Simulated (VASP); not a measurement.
# Si (Cmcm) in VASP: a series of runs

Si is run at these levels: LDA; tasks: single point.

All numbers are computed with VASP 6.6.1; they aren't measurements. Logs are shortened: lines on timing, memory, paths and dates and some standing lists are left out, and cuts for length are marked.

## Step 1: The cell of the first run

Symmetry: Cmcm, No. 63, orthorhombic system. Conventional cell: a = 3.908 Å, b = 6.503 Å, c = 6.333 Å, α = 90.00°, β = 90.00°, γ = 90.00°. Si (site symmetry m) has 4 Si at 2.31 to 2.37 Å within 3.1 Å.

## Step 2: Single point, LDA (strain +0.0200 x Voigt [1, -1, 0, 0, 0, 0])

The input, INCAR:

```
SYSTEM = Si
PREC = Accurate ; ENCUT = 520
EDIFF = 1E-6 ; ISMEAR = 0
SIGMA = 0.03 ; LREAL = .FALSE.
LASPH = .TRUE. ; NELM = 80
ALGO = Normal ; ISIF = 2
LWAVE = .FALSE. ; LCHARG = .FALSE.
NBANDS = 16
```

The input, KPOINTS:

```
Automatic mesh
0
G
  12 12 6
  0 0 0
```

The input, POSCAR:

```
Si
1.0
    3.9079438097      0.0000000000      0.0000000000
   -1.9539719049      3.2516578857      0.0000000000
    0.0000000000      0.0000000000      6.3326220002
Si
4
Direct
    0.3333333333      0.6666666667      0.0630095000
    0.6666666667      0.3333333333      0.5630095000
    0.3333333333      0.6666666667      0.4369905000
    0.6666666667      0.3333333333      0.9369905000
```

Potentials or basis: VASP PAW LDA potentials, release 64 (Si).

Launch:

```sh
> cat potpaw_LDA.64/Si/POTCAR > POTCAR
> mpirun -np 1 vasp_std > vasp.out
```

OUTCAR:

```text
SYSTEM = Si
   PREC = Accurate
   ENCUT = 520
   EDIFF = 1E-6
   ISMEAR = 0
   LREAL = .FALSE.
   LASPH = .TRUE.
   NELM = 80
   ISIF = 2

 ion  position               nearest neighbor table
   1  0.333  0.667  0.063-   4 2.31   3 2.37   4 2.37   4 2.37
   2  0.667  0.333  0.563-   3 2.31   4 2.37   3 2.37   3 2.37
   3  0.333  0.667  0.437-   2 2.31   1 2.37   2 2.37   2 2.37
   4  0.667  0.333  0.937-   1 2.31   2 2.37   1 2.37   1 2.37

  Warning from LATTYP: Monoclinic adjustment (A1->A3, A2->A1, A3->A2)!
  LATTYP: Found a base centered orthorhombic cell.
 ALAT       =     3.9079438097
 B/A-ratio  =     1.6641272465
 C/A-ratio  =     1.6204485808

  Lattice vectors:

 A1 = (   1.9539719049,  -3.2516578857,   0.0000000000)
 A2 = (   1.9539719048,   3.2516578857,   0.0000000000)
 A3 = (   0.0000000000,   0.0000000000,   6.3326220002)

Analysis of symmetry for initial positions (statically):
=====================================================================
 Subroutine PRICEL returns:
 Original cell was already a primitive cell.

 Routine SETGRP: Setting up the symmetry group for a
 base centered orthorhombic supercell.

 Subroutine GETGRP returns: Found  8 space group operations
 (whereof  4 operations were pure point group operations)
 out of a pool of  8 trial point group operations.

The static configuration has the point symmetry C_2h.
 The point group associated with its full space group is D_2h.

Analysis of symmetry for dynamics (positions and initial velocities):
=====================================================================
 Subroutine PRICEL returns:
 Original cell was already a primitive cell.

 Routine SETGRP: Setting up the symmetry group for a
 base centered orthorhombic supercell.

 Subroutine GETGRP returns: Found  8 space group operations
 (whereof  4 operations were pure point group operations)
 out of a pool of  8 trial point group operations.

The dynamic configuration has the point symmetry C_2h.
 The point group associated with its full space group is D_2h.

 Subroutine INISYM returns: Found  8 space group operations
 (whereof  4 operations are pure point group operations),
 and found     1 'primitive' translations

----------------------------------------------------------------------------------------

                                     Primitive cell

  volume of cell :      80.4705

  direct lattice vectors                    reciprocal lattice vectors
     3.907943810  0.000000000  0.000000000     0.255889043  0.153767714  0.000000000
    -1.953971905  3.251657886  0.000000000     0.000000000  0.307535428  0.000000000
     0.000000000  0.000000000  6.332622000     0.000000000  0.000000000  0.157912473

  length of vectors
     3.907943810  3.793584744  6.332622000     0.298535948  0.307535428  0.157912473

  position of ions in fractional coordinates (direct lattice)
     0.333333333  0.666666667  0.063009500
     0.666666667  0.333333333  0.563009500
     0.333333333  0.666666667  0.436990500
     0.666666667  0.333333333  0.936990500

  ion indices of the primitive-cell ions
   primitive index   ion index
                 1           1
                 2           2
                 3           3
                 4           4

----------------------------------------------------------------------------------------

 KPOINTS: Automatic mesh

Automatic generation of k-mesh.
 Grid dimensions read from file:
 generate k-points for:   12   12    6

 Generating k-lattice:

  Cartesian coordinates                     Fractional coordinates (reciprocal lattice)
     0.021324087  0.012813976  0.000000000     0.083333333  0.000000000  0.000000000
     0.000000000  0.025627952  0.000000000     0.000000000  0.083333333  0.000000000
     0.000000000  0.000000000  0.026318745     0.000000000  0.000000000  0.166666667

  Length of vectors
     0.024877996  0.025627952  0.026318745

  Shift w.r.t. Gamma in fractional coordinates (k-lattice)
     0.000000000  0.000000000  0.000000000

 Subroutine IBZKPT returns following result:
 ===========================================

 Found    172 irreducible k-points:

 Following reciprocal coordinates:
            Coordinates               Weight
  0.000000  0.000000  0.000000      1.000000
  0.083333 -0.000000  0.000000      4.000000
  0.166667 -0.000000  0.000000      4.000000
  0.250000 -0.000000  0.000000      4.000000
  0.333333 -0.000000  0.000000      4.000000
  0.416667 -0.000000  0.000000      4.000000
[... 16 lines left out ...]
  0.333333  0.166667  0.000000      4.000000
  0.416667  0.166667  0.000000      4.000000
 [... further k-points ...]
   k-points           NKPTS =    172   k-points in BZ     NKDIM =    172   number of bands    NBANDS=     16
   number of dos      NEDOS =    301   number of ions     NIONS =      4
   total plane-waves  NPLWV =  40320
   dimension x,y,z NGX =    30 NGY =   28 NGZ =   48
   dimension x,y,z NGXF=    60 NGYF=   56 NGZF=   96
   ions per type =               4
   NGX,Y,Z   is equivalent  to a cutoff of  12.76, 12.27, 12.60 a.u.
   NGXF,Y,Z  is equivalent  to a cutoff of  25.52, 24.54, 25.20 a.u.
 SYSTEM =  Si
   PREC   = accura    normal or accurate (medium, high low for compatibility)
   ISTART =      0    job   : 0-new  1-cont  2-samecut
   ICHARG =      2    charge: 1-file 2-atom 10-const
   ISPIN  =      1    spin polarized calculation?
   LNONCOLLINEAR =      F non collinear calculations
   LSORBIT =      F    spin-orbit coupling
   LASPH  =      T    aspherical Exc in radial PAW
   ENCUT  =  520.0 eV  38.22 Ry    6.18 a.u.   7.27  7.05 11.77*2*pi/ulx,y,z
   NELM   =     80;   NELMIN=  2; NELMDL= -5     # of ELM steps
   EDIFF  = 0.1E-05   stopping-criterion for ELM
   LREAL  =      F    real-space projection
   EDIFFG = 0.1E-04   stopping-criterion for IOM
   NSW    =      0    number of steps for IOM
   IBRION =     -1    ionic relax: 0-MD 1-quasi-New 2-CG
   NFREE  =      0    steps in history (QN), initial steepest desc. (CG)
   ISIF   =      2    stress and relaxation
   ISYM   =      2    0-nonsym 1-usesym 2-fastsym
   POTIM  = 0.5000    time-step for ionic-motion
   TEBEG  =    0.0;   TEEND  =   0.0 temperature during run
   PSTRESS=    0.0 pullay stress
   NELECT =      16.0000    total number of electrons
   NUPDOWN=      -1.0000    fix difference up-down
   EMIN   =  10.00;   EMAX   =-10.00  energy-range for DOS
   EFERMI =   0.00;   METHOD = LEGACY
   ISMEAR =     0;   SIGMA  =   0.03  broadening in eV -4-tet -1-fermi 0-gaus
   EFERMI_NEDOS =   21; number of points for ismear=-14 and -15
   IALGO  =     38    algorithm
   IMIX   =      4    mixing-type and parameters
     AMIX     =   0.40;   BMIX     =  1.00
     AMIX_MAG =   1.60;   BMIX_MAG =  1.00
  volume/ion in A,a.u.               =      20.12       135.76
  Fermi-wavevector in a.u.,A,eV,Ry     =   0.955511  1.805655 12.422149  0.913002
  Thomas-Fermi vector in A             =   2.084356
   LORBIT       =      0    0 simple, 1 ext, 2 COOP (PROOUT), +10 PAW based schemes
   GGA     = CA    functional components
   LHFCALC =     F    Hartree Fock is set to
   AEXX    =    0.0000 exact exchange contribution
   IVDW    =     0    specifies the selected vdW correction
   LEPSILON=     F    determine dielectric tensor
   LRPA    =     F    only Hartree local field effects (RPA)
 non-spin polarized calculation
 Gauss-broadening in eV      SIGMA  =   0.03
  energy-cutoff  :      520.00
  volume of cell :       80.47
 maximum number of plane-waves:      2190
 NGX is ok and might be reduce to    30
   NGX = 15   NGY = 15   NGZ = 23

 number of electron      16.0000000 magnetization

 Free energy of the ion-electron system (eV)
  ---------------------------------------------------
  ext. energy  EPLUGINS =         0.00000000
  ---------------------------------------------------
  free energy    TOTEN  =       -23.75534073 eV

  energy without entropy =      -23.75530255  energy(sigma->0) =      -23.75532164

 E-fermi :   6.0326     XC(G=0):  -9.5840

 val. band max:        6.0277319366   @ k =   0.0000   0.5000   0.0000
 cond. band min:       6.0373840660   @ k =   0.0000   0.0000   0.0000
 fundamental gap:      0.0096521294
 Fermi energy:         6.0325570738

 k-point     1 :       0.0000    0.0000    0.0000
  band No.  band energies     occupation
      1      -6.2209      2.00000
      2      -3.9324      2.00000
      3      -1.2672      2.00000
      4       4.3820      2.00000
      5       4.5342      2.00000
      6       5.6227      2.00000
[... 8 lines left out ...]
     15      10.4834      0.00000
     16      11.7159      0.00000

 k-point     2 :       0.0833   -0.0000    0.0000
  band No.  band energies     occupation
      1      -6.1419      2.00000
      2      -3.8520      2.00000
      3      -1.2248      2.00000
      4       3.7056      2.00000
      5       4.3414      2.00000
      6       5.2983      2.00000
[... 8 lines left out ...]
     15      10.6865      0.00000
     16      11.2605      0.00000

 k-point     3 :       0.1667   -0.0000    0.0000
  band No.  band energies     occupation
      1      -5.9069      2.00000
      2      -3.6125      2.00000
      3      -1.1250      2.00000
      4       2.5147      2.00000
      5       3.9845      2.00000
      6       4.0634      2.00000
[... 8 lines left out ...]
     15      11.1183      0.00000
     16      11.6656      0.00000

 k-point     4 :       0.2500   -0.0000    0.0000
  band No.  band energies     occupation
      1      -5.5242      2.00000
      2      -3.2209      2.00000
      3      -1.0922      2.00000
      4       1.4896      2.00000
      5       2.7612      2.00000
      6       3.6089      2.00000
[... 8 lines left out ...]
     15      12.1101      0.00000
     16      12.2586      0.00000
[... 324 lines left out ...]
 k-point    22 :       0.2500    0.1667    0.0000
  band No.  band energies     occupation
      1      -4.7387      2.00000
      2      -2.4086      2.00000
      3      -1.5060      2.00000
      4       1.2127      2.00000
      5       1.3643      2.00000
      6       2.1065      2.00000
[... 8 lines left out ...]
     15      11.5998      0.00000
     16      12.6106      0.00000

 k-point    23 :       0.3333    0.1667    0.0000
  band No.  band energies     occupation
      1      -4.1705      2.00000
      2      -2.1375      2.00000
      3      -1.8116      2.00000
      4       0.4476      2.00000
      5       1.2694      2.00000
      6       1.9444      2.00000
[... 8 lines left out ...]
     15      12.2610      0.00000
     16      12.4280      0.00000

 k-point    24 :       0.4167    0.1667    0.0000
  band No.  band energies     occupation
      1      -3.8676      2.00000
      2      -2.4835      2.00000
      3      -1.4886      2.00000
      4       0.0259      2.00000
      5       1.2533      2.00000
      6       2.0645      2.00000
[... 8 lines left out ...]
     15      12.2267      0.00000
     16      13.0548      0.00000

 [... further k-points ...]
[... 5 lines left out ...]
  --------------------------------------------------------------------------------------
  -------------------------------------------------------------------------------------
  Total       -2.6584046      0.7902625     -0.9546148     -0.0000000      0.0000000      0.0000000
  in kB      -52.9291528     15.7342204    -19.0064942     -0.0000000      0.0000000      0.0000000
  external PRESSURE =     -18.7338089 kB  Pullay stress =       0.0000000 kB

 VOLUME and BASIS-vectors are now :
 -----------------------------------------------------------------------------
  energy-cutoff  :      520.00
  volume of cell :       80.47
      direct lattice vectors                 reciprocal lattice vectors
     3.907943810  0.000000000  0.000000000     0.255889043  0.153767714  0.000000000
    -1.953971905  3.251657886  0.000000000     0.000000000  0.307535428  0.000000000
     0.000000000  0.000000000  6.332622000     0.000000000  0.000000000  0.157912473

 POSITION                                       TOTAL-FORCE (eV/Angst)
 -----------------------------------------------------------------------------------
     -0.00000      2.16777      0.39902         0.000000     -0.326541      0.001576
      1.95397      1.08389      3.56533        -0.000000      0.326541      0.001576
     -0.00000      2.16777      2.76730         0.000000     -0.326541     -0.001576
      1.95397      1.08389      5.93361        -0.000000      0.326541     -0.001576
 -----------------------------------------------------------------------------------
    total drift:                               -0.000000      0.000000     -0.000000

  FREE ENERGIE OF THE ION-ELECTRON SYSTEM (eV)
  ---------------------------------------------------
  free  energy   TOTEN  =       -23.7553407330 eV

  energy  without entropy=      -23.7553025466  energy(sigma->0) =      -23.75532164
```

Wall time 2 min (1 thread of Intel Xeon Platinum 8375C at 2.90GHz (Ice Lake), shared host); peak memory 0.27 GiB.

Results:

```yaml
Free_energy: -23.7553 eV
Pressure: -1.9 GPa
Largest_force: 0.327 eV/Å
Band_gap_on_the_k_mesh: zero (bands 8 and 9 overlap by 0.01 eV)
```

Forces on the atoms (eV/Å):
```
Si   0.000 -0.327  0.002
Si   0.000  0.327  0.002
Si   0.000 -0.327 -0.002
Si   0.000  0.327 -0.002
```

Caveat: the cell differs from its parent crystal (strain +0.0200 x Voigt [1, -1, 0, 0, 0, 0]); semilocal functionals underestimate gaps, so a narrow gap can read as zero.

## Step 3: Single point, LDA (strain -0.0200 x Voigt [1, -1, 0, 0, 0, 0])

The input, INCAR:

```
SYSTEM = Si
  PREC = Accurate
  ENCUT = 520
  EDIFF = 1E-6
  ISMEAR = 0
  SIGMA = 0.03
  LREAL = .FALSE.
  LASPH = .TRUE.
  NELM = 60
  ALGO = Normal
  ISIF = 2
  LWAVE = .FALSE.
  LCHARG = .FALSE.
  NBANDS = 16
```

KPOINTS is that of step 2.

POSCAR: that of step 2 with these lines changed.

```diff
@@ -2,4 +2,4 @@
 1.0
-    3.9079438097      0.0000000000      0.0000000000
-   -1.9539719049      3.2516578857      0.0000000000
+    3.7546911113      0.0000000000      0.0000000000
+   -1.8773455557      3.3843786158      0.0000000000
     0.0000000000      0.0000000000      6.3326220002
```

Potentials or basis: VASP PAW LDA potentials, release 64 (Si).

Launch:

```sh
> cat potpaw_LDA.64/Si/POTCAR > POTCAR
> mpirun -np 1 vasp_std > vasp.out
```

Wall time 1.9 min (1 thread of Intel Xeon Platinum 8375C at 2.90GHz (Ice Lake), shared host); peak memory 0.27 GiB.

It converged, with:

| Property | Result |
| --- | --- |
| Free energy | -23.7557 eV |
| Pressure | -1.9 GPa |
| Largest force | 0.278 eV/Å |
| Band gap on the k mesh | 0.10 eV (least direct gap 0.74 eV) |

Forces in eV/Å, atoms in the order of the input:
```
Si   0.000  0.278 -0.001
Si   0.000 -0.278 -0.001
Si   0.000  0.278  0.001
Si   0.000 -0.278  0.001
```

Stress tensor (GPa, compression positive):
```
 1.52  0.00  0.00
 0.00 -5.25  0.00
 0.00  0.00 -1.90
```

Levels at points of the mesh, in eV from the valence-band top:
| k point | band 5 | band 6 | band 7 | band 8 | band 9 | band 10 | band 11 | band 12 |
| --- | --- | --- | --- | --- | --- | --- | --- | --- |
| (0.00, 0.00, 0.00) | -1.50 | -0.44 | -0.16 | 0.00 | 0.74 | 1.79 | 2.09 | 2.19 |
| (0.50, 0.00, 0.00) | -4.73 | -3.29 | -3.07 | -1.63 | 0.10 | 2.02 | 2.78 | 2.87 |
| (0.00, 0.50, 0.00) | -4.84 | -3.10 | -2.89 | -1.29 | 0.50 | 2.51 | 2.85 | 3.22 |
| (0.00, 0.00, 0.50) | -1.10 | -1.10 | -0.91 | -0.91 | 1.54 | 1.54 | 2.72 | 2.72 |
| (0.50, 0.00, 0.50) | -2.64 | -2.64 | -2.49 | -2.49 | 0.61 | 0.61 | 1.51 | 1.51 |
| (0.00, 0.50, 0.50) | -2.60 | -2.60 | -2.26 | -2.26 | 0.92 | 0.92 | 1.55 | 1.55 |

Caveat: the cell differs from its parent crystal (strain -0.0200 x Voigt [1, -1, 0, 0, 0, 0]). A k mesh can miss the band edges.
